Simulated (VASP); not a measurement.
# CoO: single point with PBEsol

The system is CoO.

```
CELL_PARAMETERS angstrom
1.50547 0.86918 2.43993
-1.50547 0.86918 2.43993
0.00000 -1.73837 2.43993
ATOMIC_POSITIONS crystal
Co 0.00000 0.00000 0.00000
O 0.50000 0.50000 0.50000
```

- Program: VASP 6.6.1
- Task: single point
- Functional: PBEsol
- Potentials or basis: VASP PAW PBE potentials, release 64 (Co, O)
- Cutoff: 520 eV
- k mesh: 18 × 18 × 18
- Occupations: gaussian, width 0.1 eV
- Spin: collinear spin, ferromagnetic start
- Starting moments: [3.98, 1.52] μB
- Fixed moment: 6 μB
- Dipole correction: no
- Further INCAR settings: ALGO = Fast; EDIFF = 1e-06; NBANDS = 18

```yaml
Pressure: 83.6 GPa
Net_moment: 6.00 μB per cell
Site_moments: Co +4.00; O +1.29 μB
Valence_electrons_inside_the_program's_atomic_spheres: Co 7.64; O 4.86
```

Stress tensor (GPa, compression positive):
```
84.51  0.00  0.00
 0.00 84.51  0.00
 0.00  0.00 81.69
```

Run time: 15 min on 1 thread of Oxide Virtual Turin-like Processor (shared host), peak memory 0.37 GiB.

Caveat: the cell stands under pressure; the PAW data sets were made with another functional, which shifts forces and pressure a little; the total moment is fixed, so each spin has its own Fermi level and the state may be an excited one; a cell with one magnetic atom can't hold antiferromagnetic order, which such compounds often take.
